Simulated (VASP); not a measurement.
Here is a VASP 6.6.1 calculation.

File INCAR:

```
  PREC = Accurate
  ENCUT = 520
  EDIFF = 1E-6
  ISMEAR = -1
  SIGMA = 0.1
  LREAL = F
  LASPH = T
  NELM = 150
  ALGO = Normal
  ISIF = 2
  LWAVE = F
  LCHARG = F
  ISPIN = 2
  MAGMOM = 0 0 0 0 1 1 1 1
  LORBIT = 11
  LMAXMIX = 4
  NBANDS = 42
```

Contents of KPOINTS:

```
Automatic mesh
0
Gamma
  7 7 7
```

The input POSCAR:

```
SiNi
1.0
    4.4309477202      0.0000000000      0.0000000000
    0.0000000000      4.4309477202      0.0000000000
    0.0000000000      0.0000000000      4.4309477202
Si Ni
4 4
Direct
    0.8463406015      0.8463406015      0.8463406015
    0.6536593985      0.1536593985      0.3463406015
    0.3463406015      0.6536593985      0.1536593985
    0.1536593985      0.3463406015      0.6536593985
    0.1491344250      0.1491344250      0.1491344250
    0.3508655750      0.8508655750      0.6491344250
    0.6491344250      0.3508655750      0.8508655750
    0.8508655750      0.6491344250      0.3508655750
```

Potentials or basis: VASP PAW LDA potentials, release 64 (Si, Ni).

Launch:

```bash
$ cat potpaw_LDA.64/Si/POTCAR potpaw_LDA.64/Ni/POTCAR > POTCAR
$ mpirun -np 1 vasp_std > vasp.out
```

**Question.** Predict the pressure.

**Answer.** 0.4 GPa.

**Question.** Estimate the net moment.

**Answer.** 0.00 μB per cell.

**Question.** Predict the band gap on the k mesh.

**Answer.** Zero (filled and empty bands overlap).
